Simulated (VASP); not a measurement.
Input of a VASP 6.6.1 run:

Contents of INCAR:

```
SYSTEM = InSb3
PREC     = Accurate       ! precision mode
ENCUT    = 520            ! plane-wave cutoff, eV
EDIFF    = 1E-6           ! SCF threshold, eV
ISMEAR   = 0              ! smearing method
SIGMA    = 0.15           ! smearing width, eV
LREAL    = .FALSE.        ! projectors in reciprocal space
LASPH    = .TRUE.         ! aspherical terms in the spheres
NELM     = 100            ! most SCF steps
ALGO     = Normal         ! electronic algorithm
ISIF     = 2              ! what is computed and relaxed
LWAVE    = .FALSE.        ! write WAVECAR
LCHARG   = .FALSE.        ! write CHGCAR
GGA      = PS             ! functional
NBANDS   = 22             ! bands
```

File KPOINTS:

```
regular mesh
0
G
  10 10 10
  0 0 0
```

The input POSCAR:

```
InSb3
1.0
    4.8865026657      0.0000000000      0.0000000000
    0.0000000000      4.8865026657      0.0000000000
    0.0000000000      0.0000000000      4.0733886222
In Sb
1 3
Direct
    0.0000000000      0.0000000000      0.0000000000
    0.5000000000      0.0000000000      0.5000000000
    0.0000000000      0.5000000000      0.5000000000
    0.5000000000      0.5000000000      0.0000000000
```

Potentials or basis: VASP PAW PBE potentials, release 64 (In_d, Sb).

Command:

```console
$ cat potpaw_PBE.64/In_d/POTCAR potpaw_PBE.64/Sb/POTCAR > POTCAR
$ mpirun -np 1 vasp_std > vasp.out
```

Problem. What does it give for the pressure?

Solution. 5.6 GPa.

Problem. Predict the band gap on the k mesh.

Solution. Zero (bands 14 and 15 overlap by 4.51 eV).

Stress tensor (GPa, compression positive):
```
6.45 0.00 0.00
0.00 6.45 0.00
0.00 0.00 3.80
```

Caveat: the cell stands under pressure; the PAW data sets were made with another functional, which shifts forces and pressure a little; spin-orbit coupling is left out, which moves the levels of the heavy elements.
